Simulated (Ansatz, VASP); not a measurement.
# Al4B3P in VASP and in Ansatz

```xyz
8
Lattice="-2.8992 2.8992 2.8992 2.8992 -2.8992 2.8992 2.8992 2.8992 -2.8992" Properties=species:S:1:pos:R:3 pbc="T T T"
Al    1.4496    1.4496    1.4496
Al    1.4496    1.4496   -1.4496
Al    1.4496   -1.4496    1.4496
Al   -1.4496    1.4496    1.4496
B     2.8992    0.0000    0.0000
B     0.0000    2.8992    0.0000
B     0.0000    0.0000    2.8992
P     0.0000    0.0000    0.0000
```

Alike in both runs: functional PBE; k mesh 4 × 4 × 4; occupations gaussian, width 0.2 eV; no spin polarisation.

Ansatz relaxed the structure, and its values are those at the end. VASP's run is a single point on that final structure, the one shown.

```csv
,VASP,Ansatz
version,VASP 6.6.1,Ansatz 0.2.0
potentials or method,"VASP PAW PBE potentials, release 64 (Al, B, P), cutoff 500 eV","scalar-relativistic, plane waves, PAW"
valence electrons in the cell,26,26
```

```tsv
	VASP	Ansatz	Ansatz less VASP
gap on the k mesh at the Fermi level (eV)	none	none	-
pressure (GPa)	-0.6	-0.5	+0.09
```

A gap of «none» marks a metal or a gap that the smearing closes. The functional is the same, so the differences come from potentials, cutoffs and numerics.

The k mesh is coarse, so the values compare programs but aren't converged.
